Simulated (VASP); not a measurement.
# P (Pm-3m) in VASP: a series of runs

P is run at these levels: PBEsol+D4; tasks: single point.

Everything below comes from runs of VASP 6.6.1. Logs are shortened: lines on timing, memory, paths and dates and some standing lists are left out, and cuts for length are marked.

### 1 The cell of the first run

It takes space group Pm-3m (No. 221, cubic). Conventional cell: a = 1.955 Å, b = 1.955 Å, c = 1.955 Å, α = 90.00°, β = 90.00°, γ = 90.00°. Within 2.6 Å of P (site symmetry m-3m) lie 6 P at 1.96 Å.

This isn't the form of P at room conditions, which is orthorhombic.

### 2 Single point, PBEsol+D4

Input file INCAR:

```
SYSTEM = P
PREC     = Accurate       ! precision mode
ENCUT    = 500            ! plane-wave cutoff, eV
EDIFF    = 1E-6           ! SCF threshold, eV
ISMEAR   = 0              ! smearing method
SIGMA    = 0.1            ! smearing width, eV
LREAL    = .FALSE.        ! projectors in reciprocal space
LASPH    = .TRUE.         ! aspherical terms in the spheres
NELM     = 120            ! most SCF steps
ALGO     = Normal         ! electronic algorithm
ISIF     = 2              ! what is computed and relaxed
LWAVE    = .FALSE.        ! write WAVECAR
LCHARG   = .FALSE.        ! write CHGCAR
GGA      = PS             ! functional
IVDW     = 13             ! dispersion correction
NBANDS   = 8              ! bands
GGA_COMPAT= .FALSE.
```

Input file KPOINTS:

```
regular mesh
0
G
  20 20 20
  0 0 0
```

Input file POSCAR:

```
P
1.0
    1.9550966590      0.0000000000      0.0000000000
    0.0000000000      1.9550966590      0.0000000000
    0.0000000000      0.0000000000      1.9550966590
P
1
Direct
    0.0000000000      0.0000000000      0.0000000000
```

Potentials or basis: VASP PAW PBE potentials, release 64 (P).

Launch:

```
> cat potpaw_PBE.64/P/POTCAR > POTCAR
> mpirun -np 1 vasp_std > vasp.out
```

OUTCAR:

```text
SYSTEM = P
   PREC = Accurate
   ENCUT = 500
   EDIFF = 1E-6
   ISMEAR = 0
   LREAL = .FALSE.
   LASPH = .TRUE.
   NELM = 120
   ISIF = 2
   GGA = PS
   IVDW = 13

 ion  position               nearest neighbor table
   1  0.000  0.000  0.000-

  LATTYP: Found a simple cubic cell.
 ALAT       =     1.9550966590

  Lattice vectors:

 A1 = (   1.9550966590,   0.0000000000,   0.0000000000)
 A2 = (   0.0000000000,   1.9550966590,   0.0000000000)
 A3 = (   0.0000000000,   0.0000000000,   1.9550966590)

Analysis of symmetry for initial positions (statically):
=====================================================================
 Subroutine PRICEL returns:
 Original cell was already a primitive cell.

 Routine SETGRP: Setting up the symmetry group for a
 simple cubic supercell.

 Subroutine GETGRP returns: Found 48 space group operations
 (whereof 48 operations were pure point group operations)
 out of a pool of 48 trial point group operations.

The static configuration has the point symmetry O_h .

Analysis of symmetry for dynamics (positions and initial velocities):
=====================================================================
 Subroutine PRICEL returns:
 Original cell was already a primitive cell.

 Routine SETGRP: Setting up the symmetry group for a
 simple cubic supercell.

 Subroutine GETGRP returns: Found 48 space group operations
 (whereof 48 operations were pure point group operations)
 out of a pool of 48 trial point group operations.

The dynamic configuration has the point symmetry O_h .

 Subroutine INISYM returns: Found 48 space group operations
 (whereof 48 operations are pure point group operations),
 and found     1 'primitive' translations

----------------------------------------------------------------------------------------

                                     Primitive cell

  volume of cell :       7.4732

  direct lattice vectors                    reciprocal lattice vectors
     1.955096659  0.000000000  0.000000000     0.511483663  0.000000000  0.000000000
     0.000000000  1.955096659  0.000000000     0.000000000  0.511483663  0.000000000
     0.000000000  0.000000000  1.955096659     0.000000000  0.000000000  0.511483663

  length of vectors
     1.955096659  1.955096659  1.955096659     0.511483663  0.511483663  0.511483663

  position of ions in fractional coordinates (direct lattice)
     0.000000000  0.000000000  0.000000000

  ion indices of the primitive-cell ions
   primitive index   ion index
                 1           1

----------------------------------------------------------------------------------------

 KPOINTS: regular mesh

Automatic generation of k-mesh.
 Grid dimensions read from file:
 generate k-points for:   20   20   20

 Generating k-lattice:

  Cartesian coordinates                     Fractional coordinates (reciprocal lattice)
     0.025574183  0.000000000  0.000000000     0.050000000  0.000000000  0.000000000
     0.000000000  0.025574183  0.000000000     0.000000000  0.050000000  0.000000000
     0.000000000  0.000000000  0.025574183     0.000000000  0.000000000  0.050000000

  Length of vectors
     0.025574183  0.025574183  0.025574183

  Shift w.r.t. Gamma in fractional coordinates (k-lattice)
     0.000000000  0.000000000  0.000000000

 Subroutine IBZKPT returns following result:
 ===========================================

 Found    286 irreducible k-points:

 Following reciprocal coordinates:
            Coordinates               Weight
  0.000000  0.000000  0.000000      1.000000
  0.050000  0.000000  0.000000      6.000000
  0.100000  0.000000  0.000000      6.000000
  0.150000  0.000000  0.000000      6.000000
  0.200000  0.000000  0.000000      6.000000
  0.250000  0.000000  0.000000      6.000000
[... 16 lines left out ...]
  0.150000  0.100000  0.000000     24.000000
  0.200000  0.100000  0.000000     24.000000
 [... further k-points ...]
   k-points           NKPTS =    286   k-points in BZ     NKDIM =    286   number of bands    NBANDS=      8
   number of dos      NEDOS =    301   number of ions     NIONS =      1
   total plane-waves  NPLWV =   2744
   dimension x,y,z NGX =    14 NGY =   14 NGZ =   14
   dimension x,y,z NGXF=    28 NGYF=   28 NGZF=   28
   ions per type =               1
   NGX,Y,Z   is equivalent  to a cutoff of  11.90, 11.90, 11.90 a.u.
   NGXF,Y,Z  is equivalent  to a cutoff of  23.81, 23.81, 23.81 a.u.
 SYSTEM =  P
   PREC   = accura    normal or accurate (medium, high low for compatibility)
   ISTART =      0    job   : 0-new  1-cont  2-samecut
   ICHARG =      2    charge: 1-file 2-atom 10-const
   ISPIN  =      1    spin polarized calculation?
   LNONCOLLINEAR =      F non collinear calculations
   LSORBIT =      F    spin-orbit coupling
   LASPH  =      T    aspherical Exc in radial PAW
   ENCUT  =  500.0 eV  36.75 Ry    6.06 a.u.   3.56  3.56  3.56*2*pi/ulx,y,z
   NELM   =    120;   NELMIN=  2; NELMDL= -5     # of ELM steps
   EDIFF  = 0.1E-05   stopping-criterion for ELM
   LREAL  =      F    real-space projection
   EDIFFG = 0.1E-04   stopping-criterion for IOM
   NSW    =      0    number of steps for IOM
   IBRION =     -1    ionic relax: 0-MD 1-quasi-New 2-CG
   NFREE  =      0    steps in history (QN), initial steepest desc. (CG)
   ISIF   =      2    stress and relaxation
   ISYM   =      2    0-nonsym 1-usesym 2-fastsym
   POTIM  = 0.5000    time-step for ionic-motion
   TEBEG  =    0.0;   TEEND  =   0.0 temperature during run
   PSTRESS=    0.0 pullay stress
   NELECT =       5.0000    total number of electrons
   NUPDOWN=      -1.0000    fix difference up-down
   EMIN   =  10.00;   EMAX   =-10.00  energy-range for DOS
   EFERMI =   0.00;   METHOD = LEGACY
   ISMEAR =     0;   SIGMA  =   0.10  broadening in eV -4-tet -1-fermi 0-gaus
   EFERMI_NEDOS =   21; number of points for ismear=-14 and -15
   IALGO  =     38    algorithm
   IMIX   =      4    mixing-type and parameters
     AMIX     =   0.40;   BMIX     =  1.00
     AMIX_MAG =   1.60;   BMIX_MAG =  1.00
  volume/ion in A,a.u.               =       7.47        50.43
  Fermi-wavevector in a.u.,A,eV,Ry     =   1.431847  2.705798 27.894470  2.050186
  Thomas-Fermi vector in A             =   2.551539
   LORBIT       =      0    0 simple, 1 ext, 2 COOP (PROOUT), +10 PAW based schemes
   GGA     = PS    functional components
   LHFCALC =     F    Hartree Fock is set to
   AEXX    =    0.0000 exact exchange contribution
   IVDW    =    13    specifies the selected vdW correction
   LEPSILON=     F    determine dielectric tensor
   LRPA    =     F    only Hartree local field effects (RPA)
 non-spin polarized calculation
 Gauss-broadening in eV      SIGMA  =   0.10
  energy-cutoff  :      500.00
  volume of cell :        7.47
 maximum number of plane-waves:       197
   NGX =  7   NGY =  7   NGZ =  7

 number of electron       5.0000003 magnetization

 Free energy of the ion-electron system (eV)
  ---------------------------------------------------
  ext. energy  EPLUGINS =         0.00000000
  ---------------------------------------------------
  free energy    TOTEN  =        -2.03898248 eV

  energy without entropy =       -2.03710789  energy(sigma->0) =       -2.03804518

 E-fermi :  21.2031     XC(G=0): -14.4772

 val. band max:       21.1971613196   @ k =   0.3500   0.2500   0.1500
 cond. band min:      21.2193388689   @ k =   0.1500   0.0500   0.0000
 fundamental gap:      0.0221775492
 Fermi energy:        21.2031118421

 k-point     1 :       0.0000    0.0000    0.0000
  band No.  band energies     occupation
      1      -3.3605      2.00000
      2      27.3633      0.00000
      3      27.3633      0.00000
      4      31.6273      0.00000
      5      31.6273      0.00000
      6      31.6273      0.00000
      7      46.2591      0.00000
      8      58.0678      0.00000

 k-point     2 :       0.0500    0.0000    0.0000
  band No.  band energies     occupation
      1      -3.2680      2.00000
      2      26.0703      0.00000
      3      27.4398      0.00000
      4      31.7008      0.00000
      5      31.7008      0.00000
      6      32.8277      0.00000
      7      46.5392      0.00000
      8      57.3092      0.00000

 k-point     3 :       0.1000    0.0000    0.0000
  band No.  band energies     occupation
      1      -2.9907      2.00000
      2      23.7165      0.00000
      3      27.6674      0.00000
      4      31.9215      0.00000
      5      31.9215      0.00000
      6      34.8889      0.00000
      7      47.3847      0.00000
      8      55.4937      0.00000

 k-point     4 :       0.1500    0.0000    0.0000
  band No.  band energies     occupation
      1      -2.5296      2.00000
      2      21.1865      1.18586
      3      28.0397      0.00000
      4      32.2899      0.00000
      5      32.2899      0.00000
      6      36.9029      0.00000
      7      48.7842      0.00000
      8      53.2585      0.00000

 k-point     5 :       0.2000    0.0000    0.0000
  band No.  band energies     occupation
      1      -1.8862      2.00000
      2      18.6599      2.00000
      3      28.5443      0.00000
      4      32.8066      0.00000
      5      32.8066      0.00000
      6      38.7027      0.00000
      7      50.6432      0.00000
      8      50.9282      0.00000
[... 177 lines left out ...]
 k-point    22 :       0.1000    0.1000    0.0000
  band No.  band energies     occupation
      1      -2.6215      2.00000
      2      23.1351      0.00000
      3      25.2583      0.00000
      4      32.2155      0.00000
      5      33.0029      0.00000
      6      37.1935      0.00000
      7      48.2018      0.00000
      8      52.4904      0.00000

 k-point    23 :       0.1500    0.1000    0.0000
  band No.  band energies     occupation
      1      -2.1613      2.00000
      2      21.2394      0.60812
      3      25.0804      0.00000
      4      32.5834      0.00000
      5      33.5058      0.00000
      6      39.1602      0.00000
      7      48.8517      0.00000
      8      50.5973      0.00000

 k-point    24 :       0.2000    0.1000    0.0000
  band No.  band energies     occupation
      1      -1.5193      2.00000
      2      18.8734      2.00000
      3      25.4904      0.00000
      4      33.0993      0.00000
      5      34.0401      0.00000
      6      40.9954      0.00000
      7      47.3377      0.00000
      8      51.0826      0.00000

 [... further k-points ...]

------------------------ aborting loop because EDIFF is reached ----------------------------------------

  DFT-D4 for vdW energy calculation

  Edisp (eV):   -0.50990

  FORCE on cell =-STRESS in cart. coord.  units (eV):
  Direction    XX          YY          ZZ          XY          YZ          ZX
  --------------------------------------------------------------------------------------
  -------------------------------------------------------------------------------------
  Total      13.93892    13.93892    13.93892     0.00000    -0.00000     0.00000
  in kB    2988.37369  2988.37369  2988.37369     0.00000    -0.00000     0.00000
  external pressure =     2988.37 kB  Pullay stress =        0.00 kB

 VOLUME and BASIS-vectors are now :
 -----------------------------------------------------------------------------
  energy-cutoff  :      500.00
  volume of cell :        7.47
      direct lattice vectors                 reciprocal lattice vectors
     1.955096659  0.000000000  0.000000000     0.511483663  0.000000000  0.000000000
     0.000000000  1.955096659  0.000000000     0.000000000  0.511483663  0.000000000
     0.000000000  0.000000000  1.955096659     0.000000000  0.000000000  0.511483663

 POSITION                                       TOTAL-FORCE (eV/Angst)
 -----------------------------------------------------------------------------------
      0.00000      0.00000      0.00000         0.000000      0.000000      0.000000
 -----------------------------------------------------------------------------------
    total drift:                                0.000000      0.000000      0.000000

  FREE ENERGIE OF THE ION-ELECTRON SYSTEM (eV)
  ---------------------------------------------------
  free  energy   TOTEN  =        -2.5488793353 eV

  energy  without entropy=       -2.5470047436  energy(sigma->0) =       -2.54794204
```

Run time: 12 s. Hardware: 1 thread of Intel Xeon 8259CL, shared host; peak memory 0.11 GiB.

What came out:

```yaml
Free_energy: -2.5489 eV
Pressure: 298.8 GPa
Band_gap_on_the_k_mesh: zero (an odd number of electrons rules out a gap without spin polarisation)
Dispersion_energy_per_atom: -0.510 eV
```

Levels at points of the mesh, in eV from the Fermi level:
| k point | band 1 | band 2 | band 3 | band 4 | band 5 | band 6 | band 7 |
| --- | --- | --- | --- | --- | --- | --- | --- |
| (0.00, 0.00, 0.00) | -24.56 | 6.16 | 6.16 | 10.42 | 10.42 | 10.42 | 25.06 |
| (0.50, 0.00, 0.00) | -15.85 | -15.25 | 10.67 | 17.44 | 17.44 | 18.41 | 18.41 |
| (0.50, 0.50, 0.00) | -8.40 | -8.40 | -5.84 | -3.94 | 23.08 | 23.08 | 24.80 |
| (0.50, 0.50, 0.50) | -1.79 | -1.79 | -1.79 | 2.24 | 2.24 | 2.24 | 10.88 |

Caveat: the cell stands under pressure; the PAW data sets were made with another functional, which shifts forces and pressure a little.

### 3 Single point, PBEsol+D4

Input file INCAR:

```
ALGO = Normal ; EDIFF = 1E-6
ENCUT = 500 ; GGA = PS
GGA_COMPAT = F ; ISIF = 2
ISMEAR = 0 ; IVDW = 13
LASPH = T ; LCHARG = T
LELF = T ; LREAL = F
LVHAR = T ; LWAVE = F
NBANDS = 8 ; NELM = 120
PREC = Accurate ; SIGMA = 0.1
```

Input file KPOINTS:

```
k-points
0
Gamma
  20 20 20
```

POSCAR is that of step 2.

Potentials or basis: VASP PAW PBE potentials, release 64 (P).

Launch:

```
> cat potpaw_PBE.64/P/POTCAR > POTCAR
> mpirun -np 1 vasp_std > vasp.out
```

OUTCAR:

```text
EDIFF = 1E-6
   ENCUT = 500
   GGA = PS
   ISIF = 2
   ISMEAR = 0
   IVDW = 13
   LASPH = T
   LREAL = F
   NELM = 120
   PREC = Accurate

 ion  position               nearest neighbor table
   1  0.000  0.000  0.000-

  LATTYP: Found a simple cubic cell.
 ALAT       =     1.9550966590

  Lattice vectors:

 A1 = (   1.9550966590,   0.0000000000,   0.0000000000)
 A2 = (   0.0000000000,   1.9550966590,   0.0000000000)
 A3 = (   0.0000000000,   0.0000000000,   1.9550966590)

Analysis of symmetry for initial positions (statically):
[... 441 lines left out ...]

 [... further k-points ...]

------------------------ aborting loop because EDIFF is reached ----------------------------------------

  DFT-D4 for vdW energy calculation

  Edisp (eV):   -0.50990

  FORCE on cell =-STRESS in cart. coord.  units (eV):
  Direction    XX          YY          ZZ          XY          YZ          ZX
  --------------------------------------------------------------------------------------
  -------------------------------------------------------------------------------------
  Total      13.93892    13.93892    13.93892     0.00000    -0.00000     0.00000
  in kB    2988.37369  2988.37369  2988.37369     0.00000    -0.00000     0.00000
  external pressure =     2988.37 kB  Pullay stress =        0.00 kB

 VOLUME and BASIS-vectors are now :
 -----------------------------------------------------------------------------
  energy-cutoff  :      500.00
  volume of cell :        7.47
      direct lattice vectors                 reciprocal lattice vectors
     1.955096659  0.000000000  0.000000000     0.511483663  0.000000000  0.000000000
     0.000000000  1.955096659  0.000000000     0.000000000  0.511483663  0.000000000
     0.000000000  0.000000000  1.955096659     0.000000000  0.000000000  0.511483663

 POSITION                                       TOTAL-FORCE (eV/Angst)
 -----------------------------------------------------------------------------------
      0.00000      0.00000      0.00000         0.000000      0.000000      0.000000
 -----------------------------------------------------------------------------------
    total drift:                                0.000000      0.000000      0.000000

  FREE ENERGIE OF THE ION-ELECTRON SYSTEM (eV)
  ---------------------------------------------------
  free  energy   TOTEN  =        -2.5488793353 eV

  energy  without entropy=       -2.5470047436  energy(sigma->0) =       -2.54794204
```

Run time: 11 s. Hardware: 1 thread of Intel Xeon 8259CL, shared host; peak memory 0.12 GiB.

What came out:

```
Free energy                : -2.5489 eV
Pressure                   : 298.8 GPa
Band gap on the k mesh     : zero (an odd number of electrons rules out a gap without spin polarisation)
Dispersion energy per atom : -0.510 eV
```

Levels at points of the mesh, in eV from the Fermi level:
| k point | band 1 | band 2 | band 3 | band 4 | band 5 | band 6 | band 7 |
| --- | --- | --- | --- | --- | --- | --- | --- |
| (0.00, 0.00, 0.00) | -24.56 | 6.16 | 6.16 | 10.42 | 10.42 | 10.42 | 25.06 |
| (0.50, 0.00, 0.00) | -15.85 | -15.25 | 10.67 | 17.44 | 17.44 | 18.41 | 18.41 |
| (0.50, 0.50, 0.00) | -8.40 | -8.40 | -5.84 | -3.94 | 23.08 | 23.08 | 24.80 |
| (0.50, 0.50, 0.50) | -1.79 | -1.79 | -1.79 | 2.24 | 2.24 | 2.24 | 10.88 |

Caveat: the cell stands under pressure; the PAW data sets were made with another functional, which shifts forces and pressure a little.

(Part 1 of 2 ends here.)

The gap in the log of VASP goes by the Fermi energy; the results here count the filled bands.